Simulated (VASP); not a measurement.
The system is SiO2.

```xyz
12
Lattice="5.0691 0.0000 0.0000 -2.5345 4.3899 0.0000 0.0000 0.0000 8.5585" Properties=species:S:1:pos:R:3 pbc="T T T"
Si    2.5345    1.4633    8.0204
Si    2.5345    1.4633    4.8174
Si    0.0000    2.9266    0.5381
Si    0.0000    2.9266    3.7411
O    -1.0677    1.8493    0.0000
O     1.0677    1.8493    4.2792
O     2.9337    0.0000    4.2792
O     1.4668    2.5406    0.0000
O    -1.4668    2.5406    4.2792
O     2.5345    1.4633    6.4189
O     0.0000    2.9266    2.1396
O     2.1354    0.0000    0.0000
```

Base run:

| Property | Result |
| --- | --- |
| Program | VASP 6.6.1 |
| Functional | PBE |
| Potentials or basis | VASP PAW PBE potentials, release 64 (Si, O) |
| Cutoff | 520 eV |
| k mesh | 6 × 6 × 3 |
| Occupations | fermi-dirac, width 0.02 eV |
| Spin | no spin polarisation |

Its results: band gap on the k mesh 5.61 eV, indirect (least direct gap 5.63 eV); pressure 4.2 GPa; largest force 0.248 eV/Å.

**Question.** The run is repeated on the same cell with these changes: functional from PBE to r2SCAN. What comes out?

**Answer.** Band gap on the k mesh 6.20 eV, indirect (least direct gap 6.22 eV); pressure 0.2 GPa; largest force 0.029 eV/Å.

r2SCAN gives the wider gap, since meta-GGAs in the generalised Kohn-Sham scheme recover part of the derivative discontinuity.

Caveats: the PAW data sets were made with another functional, which shifts forces and pressure a little (some runs).

A k mesh can miss the band edges.
